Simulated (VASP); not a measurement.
Input of a VASP 6.6.1 run:

INCAR

```
SYSTEM = FePt
ALGO     = Normal         ! electronic algorithm
EDIFF    = 1E-6           ! SCF threshold, eV
ENCUT    = 520            ! plane-wave cutoff, eV
GGA      = PS             ! functional
ISIF     = 2              ! what is computed and relaxed
ISMEAR   = -1             ! smearing method
ISPIN    = 2              ! spin polarisation
LASPH    = .TRUE.         ! aspherical terms in the spheres
LCHARG   = .TRUE.         ! write CHGCAR
LELF     = .TRUE.         ! ELF
LMAXMIX  = 4              ! l up to which the mixer works
LORBIT   = 11             ! projections on sites
LREAL    = .FALSE.        ! projectors in reciprocal space
LVHAR    = .TRUE.       
LWAVE    = .FALSE.        ! write WAVECAR
MAGMOM   = 0 3            ! initial moments
NBANDS   = 20             ! bands
NELM     = 150            ! most SCF steps
PREC     = Accurate       ! precision mode
SIGMA    = 0.05           ! smearing width, eV
```

Contents of KPOINTS:

```
k-points
0
G
  10 10 7
  0 0 0
```

File POSCAR:

```
FePt
1.0
    2.6866914338      0.0000000000      0.0000000000
    0.0000000000      2.6866914338      0.0000000000
    0.0000000000      0.0000000000      3.6697235666
Pt Fe
1 1
Direct
    0.5000000000      0.5000000000      0.5000000000
    0.0000000000      0.0000000000      0.0000000000
```

Potentials or basis: VASP PAW PBE potentials, release 64 (Pt, Fe).

Run with:

```bash
$ cat potpaw_PBE.64/Pt/POTCAR potpaw_PBE.64/Fe/POTCAR > POTCAR
$ mpirun -np 1 vasp_std > vasp.out
```

Question: Estimate the net moment.

Answer: 3.21 μB per cell.

Question: Estimate the site moments.

Answer: Pt +0.33; Fe +2.84 μB.

Question: Predict the pressure.

Answer: 2.9 GPa.

Stress tensor (GPa, compression positive):
```
2.63 0.00 0.00
0.00 2.63 0.00
0.00 0.00 3.58
```

Caveat: the PAW data sets were made with another functional, which shifts forces and pressure a little.
